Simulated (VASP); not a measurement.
A run of VASP 6.6.1 is set up as follows.

INCAR

```
ALGO = Normal
EDIFF = 1E-6
ENCUT = 520
GGA = PS
ISIF = 2
ISMEAR = 0
ISPIN = 2
LASPH = T
LCHARG = T
LELF = T
LMAXMIX = 4
LORBIT = 11
LREAL = F
LVHAR = T
LWAVE = F
MAGMOM = 4 0
NBANDS = 20
NELM = 150
PREC = Accurate
SIGMA = 0.15
```

File KPOINTS:

```
k-points
0
Gamma
  7 7 7
```

POSCAR

```
MnS
1.0
    3.0990400000      0.0000000000      0.0000000000
    0.0000000000      3.0990400000      0.0000000000
    0.0000000000      0.0000000000      3.0990400000
Mn S
1 1
Direct
    0.5000000000      0.5000000000      0.5000000000
    0.0000000000      0.0000000000      0.0000000000
```

Potentials or basis: VASP PAW PBE potentials, release 64 (Mn_pv, S).

Run with:

```sh
$ cat potpaw_PBE.64/Mn_pv/POTCAR potpaw_PBE.64/S/POTCAR > POTCAR
$ mpirun -np 1 vasp_std > vasp.out
```

Problem. Predict the site moments.

Solution. Mn +3.34; S -0.11 μB.

Problem. Predict the pressure.

Solution. -12.8 GPa.

Problem. What does it give for the net moment?

Solution. 3.34 μB per cell.

Caveat: the cell stands under tension; the PAW data sets were made with another functional, which shifts forces and pressure a little; a cell with one magnetic atom can't hold antiferromagnetic order, which such compounds often take.
